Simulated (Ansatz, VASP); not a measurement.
One calculation of Co, two programs

```
Co
1.0
     0.00000    1.75873    1.75873
     1.75873    0.00000    1.75873
     1.75873    1.75873    0.00000
Co
1
Cartesian
  0.0000 0.0000 0.0000
```

Alike in both runs: task relaxation of cell and atoms; functional PBE; k mesh 26 × 26 × 26; occupations gaussian, width 0.1 eV; collinear spin.

|  | VASP | Ansatz |
| --- | --- | --- |
| version | VASP 6.6.1 | Ansatz 0.2.0 |
| potentials or method | VASP PAW PBE potentials, release 64 (Co), cutoff 600 eV | scalar-relativistic, plane waves, PAW |
| valence electrons in the cell | 9 | 17 |

```csv
,VASP,Ansatz,Ansatz less VASP
"gap on the k mesh at the Fermi level, each at its own relaxed structure (eV)",none,none,-
net moment per atom (μB),1.65,1.66,+0.014
size of the moment on the site where the two differ most (μB),1.67,1.73,+0.065
relaxed volume (Å³/atom),10.88,10.92,+0.042
relaxed length of the cell vector where the two differ most in proportion (Å),2.487,2.490,+0.0032
```

Site moments also hang on the region over which each program counts them. A gap of «none» marks a metal or a gap that the smearing closes. VASP's potentials hold 9 valence electrons a cell and Ansatz's 17, so a difference there can come from the potentials and not from the codes.

Noted on VASP's run: the relaxation stopped at its first step, so nothing moved.
